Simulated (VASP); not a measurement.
A run of VASP 6.6.1 is set up as follows.

File INCAR:

```
ALGO = Normal
DIPOL = 0.5 0.5 0.356
EDIFF = 1E-6
ENCUT = 520
GGA = PE
IDIPOL = 3
ISIF = 2
ISMEAR = 0
LASPH = True
LCHARG = True
LDIPOL = True
LELF = True
LREAL = False
LVACPOTAV = True
LVHAR = True
LWAVE = False
NBANDS = 24
NELM = 100
PREC = Accurate
SIGMA = 0.1
```

Contents of KPOINTS:

```
k-points
0
Gamma
  12 12 1
```

File POSCAR:

```
Ir3O
1.0
    2.7367600872      0.0000000000      0.0000000000
   -1.3683800436      2.3701037596      0.0000000000
    0.0000000000      0.0000000000     19.8425800730
Ir O
3 1
Direct
    0.6666666667      0.3333333334      0.2015866881
    0.3333333333      0.6666666667      0.3110139949
    0.0000000000      0.0000000000      0.4204382718
    0.0000000000      0.5000000000      0.4927742327
```

Potentials or basis: VASP PAW PBE potentials, release 64 (Ir, O).

The run is started by

```console
$ cat potpaw_PBE.64/Ir/POTCAR potpaw_PBE.64/O/POTCAR > POTCAR
$ mpirun -np 1 vasp_std > vasp.out
```

Estimate the band gap on the k mesh.

zero (an odd number of electrons rules out a gap without spin polarisation).

Predict the largest force.

0.761 eV/Å.

Forces in eV/Å, atoms in the order of the input:
```
Ir   0.131  0.076 -0.350
Ir   0.232  0.134 -0.586
Ir  -0.248 -0.143  0.705
O   -0.115 -0.066  0.231
```

Caveat: spin-orbit coupling is left out, which moves the levels of the heavy elements.
